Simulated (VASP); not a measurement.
A run of VASP 6.6.1:

Contents of INCAR:

```
PREC = Accurate
ENCUT = 520
EDIFF = 1E-7
ISMEAR = 0
SIGMA = 0.1
LREAL = F
LASPH = T
NELM = 100
ALGO = Normal
ISIF = 2
LWAVE = F
LCHARG = T
GGA = PE
LELF = T
LVHAR = T
NBANDS = 22
```

KPOINTS

```
Automatic mesh
0
Gamma
  8 8 8
```

File POSCAR:

```
B
1.0
    0.6617309902      3.2497224406      2.8273815615
    3.7915318226     -0.0572638356      3.5368167353
    3.0158328407      3.1830950895      0.7274438561
B
8
Direct
   -0.0066122358     -0.1456264954     -0.0494236363
    0.9317973505      0.0490378288      0.4891071291
    1.0682009797      0.4509596025      0.0108952721
    1.0066156472      0.6456287951      0.5494172599
    0.5066205347      1.1456337444      0.0494196284
    0.5682082765      0.9509584844      0.5108978733
    0.4317903912      0.5490401771     -0.0108969632
    0.4933790560      0.3543678632      0.4505834367
```

Potentials or basis: VASP PAW PBE potentials, release 64 (B).

Launch:

```sh
$ cat potpaw_PBE.64/B/POTCAR > POTCAR
$ mpirun -np 1 vasp_std > vasp.out
```

Hardware: 1 thread of Intel(R) Xeon(R) Platinum 8488C (Sapphire Rapids), on a shared host.

Task: Estimate the wall time of this run.

Result: Wall time 4.8 min on 1 thread of Intel(R) Xeon(R) Platinum 8488C (Sapphire Rapids), on a shared host, peak memory 0.33 GiB. Counts: scf iterations 13, k points 260.
